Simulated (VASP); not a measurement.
# WS2 (2H WS2): single point with PBE

Crystal: WS2 (2H WS2).

```
W S
1.0
     3.18000    0.00000    0.00000
    -1.59000    2.75396    0.00000
     0.00000    0.00000   12.50000
W S
2 4
Direct
  0.33333 0.66667 0.25000
  0.66667 0.33333 0.75000
  0.33333 0.66667 0.62449
  0.66667 0.33333 0.12449
  0.33333 0.66667 0.87551
  0.66667 0.33333 0.37551
```

- Program: VASP 6.6.1
- Task: single point
- Functional: PBE
- Potentials or basis: VASP PAW PBE potentials, release 64 (W_sv, S)
- Cutoff: 520 eV
- k mesh: 12 × 12 × 3
- Occupations: gaussian, width 0.01 eV
- Spin: no spin polarisation

```json
{"Pressure": "1.6 GPa", "Largest force": "0.003 eV/Å", "Band gap on the k mesh": "1.06 eV, indirect (least direct gap 1.76 eV)"}
```

Forces on the atoms (eV/Å):
```
W    0.000  0.000  0.000
W    0.000  0.000  0.000
S    0.000  0.000 -0.003
S    0.000  0.000 -0.003
S    0.000  0.000  0.003
S    0.000  0.000  0.003
```

Stress tensor (GPa, compression positive):
```
1.21 0.00 0.00
0.00 1.21 0.00
0.00 0.00 2.37
```

Levels at points of the mesh, in eV from the valence-band top:
```csv
k point,band 23,band 24,band 25,band 26,band 27,band 28,band 29,band 30
"(0.00, 0.00, 0.00)",-2.20,-1.56,-1.09,0.00,2.27,2.27,2.28,2.28
"(0.50, 0.00, 0.00)",-1.97,-1.81,-1.64,-1.48,2.24,2.28,2.58,2.81
```

Wall time 4.5 min on 1 thread of AMD EPYC 7R13 Processor (Zen 3), on a shared host, peak memory 0.25 GiB.

Caveat: spin-orbit coupling is left out, which moves the levels of the heavy elements; this functional lacks dispersion, which binds the layers, so the pressure and a relaxed spacing across them are unreliable. A k mesh can miss the band edges.
